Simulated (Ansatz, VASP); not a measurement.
GdN: VASP beside Ansatz

The input POSCAR:

```
GdN
1.0
    0.0000000000      2.5019321611      2.5019321611
    2.5019321611      0.0000000000      2.5019321611
    2.5019321611      2.5019321611      0.0000000000
Gd N
1 1
Direct
    0.5000000000      0.5000000000      0.5000000000
    0.0000000000      0.0000000000      0.0000000000
```

INCAR.step1

```
  PREC = Accurate
  ENCUT = 520
  ISMEAR = 0
  SIGMA = 0.05
  LREAL = F
  LASPH = T
  NELM = 150
  ISPIN = 2
  MAGMOM = 7.66 -0.18
  LMAXMIX = 6
  LDAU = T
  LDAUTYPE = 2
  LDAUL = 3 -1
  LDAUU = 4 0
  LDAUJ = 0 0
  NBANDS = 22
  GGA = PE
  ALGO = Normal
  EDIFF = 1E-4
  LWAVE = T
  LCHARG = F
```

The input INCAR.step2:

```
  PREC = Accurate
  ENCUT = 520
  EDIFF = 1E-6
  ISMEAR = 0
  SIGMA = 0.05
  LREAL = F
  LASPH = T
  NELM = 150
  ALGO = Normal
  ISIF = 2
  LWAVE = F
  LCHARG = T
  ISPIN = 2
  MAGMOM = 7.66 -0.18
  LORBIT = 11
  LMAXMIX = 6
  LDAU = T
  LDAUTYPE = 2
  LDAUL = 3 -1
  LDAUU = 4 0
  LDAUJ = 0 0
  LDAUPRINT = 1
  METAGGA = R2SCAN
  LMIXTAU = T
  LUSE_VDW = T
  IVDW_NL = 2
  BPARAM = 11.95
  CPARAM = 0.0093
  LELF = T
  LVHAR = T
  NBANDS = 22
  ISTART = 1
```

File KPOINTS:

```
Automatic mesh
0
Gamma
  8 8 8
```

Input for Ansatz:

```yaml
crystal:
  lattice:
    - [0.0, 2.5019321611, 2.5019321611]
    - [2.5019321611, 0.0, 2.5019321611]
    - [2.5019321611, 2.5019321611, 0.0]
  atoms:
    - { symbol: Gd, position: [0.5, 0.5, 0.5], spin: 7.65 }
    - { symbol: "N", position: [0.0, 0.0, 0.0] }
basis:
  ecutwfc: 500
  ecutrho_ratio: 4
kpoints:
  mp_grid: { grid: [8, 8, 8] }
hamiltonian:
  xc: r2scan
  dispersion: rvv10
  hubbard:
    sites:
      - { species: Gd, l: f, u_eff: 4.0, starting_ns: start.occupation_matrices }
    ns_hold: { iters: 6 }
scf:
  occupations: { method: gaussian, width: 0.05 }
  lower_state_search: "off"
output:
  forces: true
  stress: true
  eigenvalues: true
  populations: true
  hubbard: { sites: [{ species: Gd, l: f }] }
magnetization:
  spin_polarized: true
```

Alike in both runs: task single point; functional r2SCAN; dispersion rVV10; k mesh 8 × 8 × 8; occupations gaussian, width 0.05 eV; collinear spin; Hubbard terms Gd f U = 4.0 eV.

```csv
,VASP,Ansatz
version,VASP 6.6.1,Ansatz 0.2.0
potentials or method,"VASP PAW PBE potentials, release 64 (Gd, N), cutoff 520 eV","scalar-relativistic, plane waves, PAW"
valence electrons in the cell,23,23
```

VASP gave:

```
gap on the k mesh at the Fermi level (eV)                     : none
pressure (GPa)                                                : -2.8
net moment per atom (μB)                                      : 3.50
size of the moment on the site where the two differ most (μB) : 6.83
```

Problem. Which values does Ansatz return?

Solution. gap on the k mesh at the Fermi level (eV): none; pressure (GPa): -3.1; net moment per atom (μB): 3.50; size of the moment on the site where the two differ most (μB): 6.96.

VASP's potentials were made for PBE, not for r2SCAN. Site moments also hang on the region over which each program counts them. The programs project onto different local orbitals, so the same U acts differently, and such runs can settle in different states. A gap of «none» marks a metal or a gap that the smearing closes. Ansatz's warnings: filled band counts differ across k points, stability check not made.

Spin-orbit coupling is off throughout.
